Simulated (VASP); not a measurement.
InAs, 2 atoms in the cell. It takes space group F-43m (No. 216, cubic). Conventional cell: a = 6.229 Å, b = 6.229 Å, c = 6.229 Å, α = 90.00°, β = 90.00°, γ = 90.00°. Within 3.6 Å of In (site symmetry -43m) lie 4 As at 2.70 Å. As (site symmetry -43m) has 4 In at 2.70 Å within 3.6 Å.  This cell differs from its parent crystal: volume scaled by 1.02.

```yaml
Program: VASP 6.6.1
Task: single point
Functional: PBE
Potentials_or_basis: VASP PAW PBE potentials, release 64 (In_d, As)
Cutoff: 520 eV
k_mesh: 12 × 12 × 12
Occupations: fermi-dirac, width 0.15 eV
Spin: no spin polarisation
Dipole_correction: no
Further_INCAR_settings: ALGO = Normal; EDIFF = 1e-06; NBANDS = 16
```

Potentials or basis: VASP PAW PBE potentials, release 64 (In_d, As).

Command:

```bash
$ cat potpaw_PBE.64/In_d/POTCAR potpaw_PBE.64/As/POTCAR > POTCAR
$ mpirun -np 1 vasp_std > vasp.out
```

Hardware: 1 thread of Intel(R) Xeon(R) Platinum 8375C CPU @ 2.90GHz (Ice Lake), on a shared host.

How long does it take, and how much memory?

Wall time 53 s on 1 thread of Intel(R) Xeon(R) Platinum 8375C CPU @ 2.90GHz (Ice Lake), with other jobs on the host, peak memory 0.24 GiB. Counts: scf iterations 12, k points 72.
